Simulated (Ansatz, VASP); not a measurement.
# Co: VASP beside Ansatz

```
Co
1.0
     2.43659    0.00000    0.00000
    -1.21829    2.11015    0.00000
     0.00000    0.00000    3.98034
Co
2
Direct
  0.33333 0.66667 0.74014
  0.66667 0.33333 0.25986
```

Change from the starting cell: volume scaled by 0.94.

Alike in both runs: task single point; functional LDA; k mesh 12 × 12 × 7; occupations fermi-dirac, width 0.05 eV; collinear spin.

```csv
,VASP,Ansatz
version,VASP 6.6.1,Ansatz 0.2.0
potentials or method,"VASP PAW LDA potentials, release 64 (Co), cutoff 520 eV","all-electron LAPW, scalar-relativistic"
```

|  | VASP | Ansatz | Ansatz less VASP |
| --- | --- | --- | --- |
| gap on the k mesh at the Fermi level (eV) | none | none | - |
| pressure (GPa) | -6.0 | -5.2 | +0.75 |
| traceless stress, the component that is largest in VASP (GPa) | -1.92 | -1.96 | -0.042 |
| rms of the force components (eV/Å) | 0.361 | 0.364 | +0.0028 |
| net moment per atom (μB) | 1.49 | 1.51 | +0.017 |
| size of the moment on the site where the two differ most (μB) | 1.49 | 1.55 | +0.062 |

LDA's correlation is that of Perdew and Zunger in VASP and of Perdew and Wang (1992) in Ansatz. Site moments also hang on the region over which each program counts them. Atom by atom the forces differ by 0.003 eV/Å (rms over components). A gap of «none» marks a metal or a gap that the smearing closes. Ansatz ran all-electron here, and VASP with PAW potentials.
